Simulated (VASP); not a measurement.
Set up this calculation in VASP 6.6.1, as the native input.

```yaml
Task: single point
Functional: PBE
Potentials_or_basis: VASP PAW PBE potentials, release 64 (W_sv, C)
Cutoff: 520 eV
k_mesh: 17 × 17 × 15
Occupations: fermi-dirac, width 0.1 eV
Spin: no spin polarisation
Dipole_correction: no
Further_INCAR_settings: ALGO = Normal; EDIFF = 1e-06; NBANDS = 16
```

The structure of WC (WC type) lies in POSCAR:

```
WC
1.0
    2.8576459948      0.0000000000      0.0000000000
   -1.4288229974      2.4747940265      0.0000000000
    0.0000000000      0.0000000000      2.7980647087
W C
1 1
Direct
    0.0000000000      0.0000000000      0.0000000000
    0.3333333333      0.6666666667      0.5000000000
```

This cell differs from its parent crystal: volume scaled by 0.94.

These files were run (other wordings do the same):

INCAR

```
  ALGO = Normal
  EDIFF = 1E-6
  ENCUT = 520
  GGA = PE
  ISIF = 2
  ISMEAR = -1
  LASPH = True
  LCHARG = False
  LREAL = False
  LWAVE = False
  NBANDS = 16
  NELM = 80
  PREC = Accurate
  SIGMA = 0.1
```

KPOINTS

```
k-points
0
Gamma
  17 17 15
```

Potentials or basis: VASP PAW PBE potentials, release 64 (W_sv, C).

Command:

```sh
$ cat potpaw_PBE.64/W_sv/POTCAR potpaw_PBE.64/C/POTCAR > POTCAR
$ mpirun -np 1 vasp_std > vasp.out
```

It gave:

```yaml
Pressure: 28.4 GPa
Band_gap_on_the_k_mesh: zero (band 9 reaches 12.41 eV, above the bottom of band 10 at 11.14 eV)
```

Caveat: spin-orbit coupling is left out, which moves the levels of the heavy elements.

Run time: 20 s on 1 thread of Intel(R) Xeon(R) 6975P-C (Granite Rapids), with other jobs on the host, peak memory 0.2 GiB.
